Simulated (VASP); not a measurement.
Here is a VASP 6.6.1 calculation.

The input INCAR:

```
ALGO = Normal
EDIFF = 1E-6
ENCUT = 500
GGA = PS
GGA_COMPAT = F
ISIF = 2
ISMEAR = -1
LASPH = T
LCHARG = T
LELF = T
LREAL = F
LVHAR = T
LWAVE = F
NBANDS = 10
NELM = 120
PREC = Accurate
SIGMA = 0.1
```

The input KPOINTS:

```
k-points
0
Gamma
  6 6 6
```

Contents of POSCAR:

```
K
1.0
    0.0000000000      2.5849193960      2.5849193960
    2.5849193960      0.0000000000      2.5849193960
    2.5849193960      2.5849193960      0.0000000000
K
1
Direct
    0.0000000000      0.0000000000      0.0000000000
```

Potentials or basis: VASP PAW PBE potentials, release 64 (K_sv).

Command:

```sh
$ cat potpaw_PBE.64/K_sv/POTCAR > POTCAR
$ mpirun -np 1 vasp_std > vasp.out
```

Task: Estimate the band gap on the k mesh.

Result: Zero (an odd number of electrons rules out a gap without spin polarisation).

Task: Predict the pressure.

Result: 10.1 GPa.

Caveat: the cell stands under pressure; the PAW data sets were made with another functional, which shifts forces and pressure a little.
